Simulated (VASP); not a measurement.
SrTe:

```
CELL_PARAMETERS angstrom
0.00000 3.31000 3.31000
3.31000 0.00000 3.31000
3.31000 3.31000 0.00000
ATOMIC_POSITIONS crystal
Sr 0.00000 0.00000 0.00000
Te 0.50000 0.50000 0.50000
```

```yaml
Program: VASP 6.6.1
Task: relaxation of cell and atoms
Functional: LDA
Potentials_or_basis: VASP PAW LDA potentials, release 64 (Sr_sv, Te)
Cutoff: 500 eV
k_mesh: 8 × 8 × 8
Occupations: gaussian, width 0.02 eV
Spin: no spin polarisation
```

At the start: pressure -1.4 GPa; volume 36.26 Å³/atom.

Q: Where does the relaxation end?

A: Over 3 steps the energy falls by 6.2 meV/atom and the volume is 34.89 Å³/atom (-3.8 %); space group Fm-3m (No. 225, to 0.1 Å) before and after.

The path:
```tsv
step	energy change (eV)	largest force (eV/Å)	pressure (GPa)	volume (Å³)
1	0.0000	0.0000	-1.39	72.53
2	-0.0119	0.0000	0.30	69.27
3	-0.0123	0.0000	0.00	69.79
```

Final structure:
```yaml
crystal:
  lattice:
    - [0.00000, 3.26773, 3.26773]
    - [3.26773, 0.00000, 3.26773]
    - [3.26773, 3.26773, 0.00000]
  atoms:
    - { symbol: Sr, position: [0.00000, 0.00000, 0.00000] }
    - { symbol: Te, position: [0.50000, 0.50000, 0.50000] }
```
